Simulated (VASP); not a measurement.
Here is a VASP 6.6.1 calculation.

INCAR

```
  PREC = Accurate
  ENCUT = 520
  EDIFF = 1E-6
  ISMEAR = -1
  SIGMA = 0.05
  LREAL = False
  LASPH = True
  NELM = 100
  ALGO = Normal
  ISIF = 2
  LWAVE = False
  LCHARG = False
  NBANDS = 16
```

KPOINTS

```
regular mesh
0
Gamma
  7 7 8
```

File POSCAR:

```
AlSn
1.0
    4.1413675035      0.0000000000      0.0000000000
   -2.0706837517      3.5865294644      0.0000000000
    0.0000000000      0.0000000000      3.2621543997
Sn Al
1 1
Direct
    0.3333333333      0.6666666667      0.5000000000
    0.0000000000      0.0000000000      0.0000000000
```

Potentials or basis: VASP PAW LDA potentials, release 64 (Sn_d, Al).

The run is started by

```console
$ cat potpaw_LDA.64/Sn_d/POTCAR potpaw_LDA.64/Al/POTCAR > POTCAR
$ mpirun -np 1 vasp_std > vasp.out
```

**Question.** Predict the pressure.

**Answer.** -1.0 GPa.

Stress tensor (GPa, compression positive):
```
-1.21  0.00  0.00
 0.00 -1.21  0.00
 0.00  0.00 -0.66
```
